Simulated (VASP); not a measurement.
## SnO: single point with r2SCAN

Crystal: SnO.

```
Sn O
1.0
     3.29254    0.00000    0.00000
     0.00000    5.73928    0.00000
     0.00000    0.00000    3.98800
Sn O
2 2
Direct
  0.00000 0.23054 0.51854
  0.50000 0.76946 0.01854
  0.00000 0.89249 0.73147
  0.50000 0.10751 0.23147
```

This cell differs from its parent crystal: strain -0.3%.

```yaml
Program: VASP 6.6.1
Task: single point
Functional: r2SCAN
Potentials_or_basis: VASP PAW PBE potentials, release 64 (Sn_d, O)
Cutoff: 520 eV
k_mesh: 8 × 4 × 6
Occupations: gaussian, width 0.01 eV
Spin: no spin polarisation
Dipole_correction: no
Further_INCAR_settings: ALGO = Normal; EDIFF = 1e-07; NBANDS = 28
```

| Item | Value |
| --- | --- |
| Pressure | 1.8 GPa |
| Largest force | 0.123 eV/Å |
| Band gap on the k mesh | 1.70 eV, indirect (least direct gap 2.37 eV) |

Forces in eV/Å, atoms in the order of the input:
```
Sn   0.000  0.116  0.041
Sn   0.000 -0.116  0.041
O    0.000 -0.004 -0.041
O    0.000  0.004 -0.041
```

Stress tensor (GPa, compression positive):
```
2.06 0.00 0.00
0.00 1.70 0.00
0.00 0.00 1.66
```

Levels at points of the mesh, in eV from the valence-band top:
| k point | band 17 | band 18 | band 19 | band 20 | band 21 | band 22 | band 23 | band 24 |
| --- | --- | --- | --- | --- | --- | --- | --- | --- |
| (0.00, 0.00, 0.00) | -4.06 | -2.97 | -2.41 | 0.00 | 3.44 | 3.66 | 6.64 | 6.77 |
| (0.50, 0.00, 0.00) | -3.02 | -3.02 | -1.31 | -1.31 | 2.88 | 2.88 | 6.32 | 6.32 |
| (0.00, 0.50, 0.00) | -4.06 | -2.99 | -1.97 | -1.72 | 3.75 | 4.76 | 5.76 | 5.80 |
| (0.50, 0.50, 0.00) | -3.06 | -3.06 | -1.04 | -1.04 | 2.30 | 2.30 | 7.00 | 7.00 |
| (0.00, 0.00, 0.50) | -3.59 | -3.59 | -1.80 | -1.80 | 3.00 | 3.00 | 5.97 | 5.97 |
| (0.50, 0.00, 0.50) | -3.59 | -3.59 | -1.09 | -1.09 | 2.46 | 2.46 | 4.93 | 4.93 |
| (0.00, 0.50, 0.50) | -3.30 | -3.30 | -1.64 | -1.64 | 2.25 | 2.25 | 6.60 | 6.60 |
| (0.50, 0.50, 0.50) | -3.83 | -3.83 | -0.47 | -0.47 | 2.72 | 2.72 | 4.58 | 4.58 |

It took 4.2 min on 1 thread of AMD EPYC 9R45 96-Core Processor (Zen 5), on a shared host, peak memory 0.23 GiB.

Caveat: the cell differs from its parent crystal (strain -0.3%); the PAW data sets were made with another functional, which shifts forces and pressure a little; spin-orbit coupling is left out, which moves the levels of the heavy elements. A k mesh can miss the band edges.
